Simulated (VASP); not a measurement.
Write the native input for VASP 6.6.1 that does the following.

| Quantity | Value |
| --- | --- |
| Task | single point |
| Functional | PBE |
| Potentials or basis | VASP PAW PBE potentials, release 64 (Cd, Se) |
| Cutoff | 520 eV |
| k mesh | 6 × 6 × 6 |
| Occupations | gaussian, width 0.01 eV |
| Spin | no spin polarisation |
| Dipole correction | no |
| Further INCAR settings | ALGO = Normal; EDIFF = 1e-06; NBANDS = 16 |

The structure of CdSe lies in POSCAR:

```
CdSe
1.0
    0.0000000000      3.1304876799      3.1304876799
    3.1304876799      0.0000000000      3.1304876799
    3.1304876799      3.1304876799      0.0000000000
Cd Se
1 1
Direct
    0.0000000000      0.0000000000      0.0000000000
    0.7500000000      0.7500000000      0.7500000000
```

One way to write it, as run:

INCAR

```
PREC = Accurate ; ENCUT = 520
EDIFF = 1E-6 ; ISMEAR = 0
SIGMA = 0.01 ; LREAL = False
LASPH = True ; NELM = 80
ALGO = Normal ; ISIF = 2
LWAVE = False ; LCHARG = False
GGA = PE ; NBANDS = 16
```

KPOINTS

```
Automatic mesh
0
Gamma
  6 6 6
```

Potentials or basis: VASP PAW PBE potentials, release 64 (Cd, Se).

The run is started by

```bash
$ cat potpaw_PBE.64/Cd/POTCAR potpaw_PBE.64/Se/POTCAR > POTCAR
$ mpirun -np 1 vasp_std > vasp.out
```

It gave:

```
Pressure               : -1.1 GPa
Band gap on the k mesh : 0.43 eV, direct
```

It took 16 s on 1 thread of AMD EPYC 7R13 Processor (Zen 3) (shared host), peak memory 0.17 GiB.
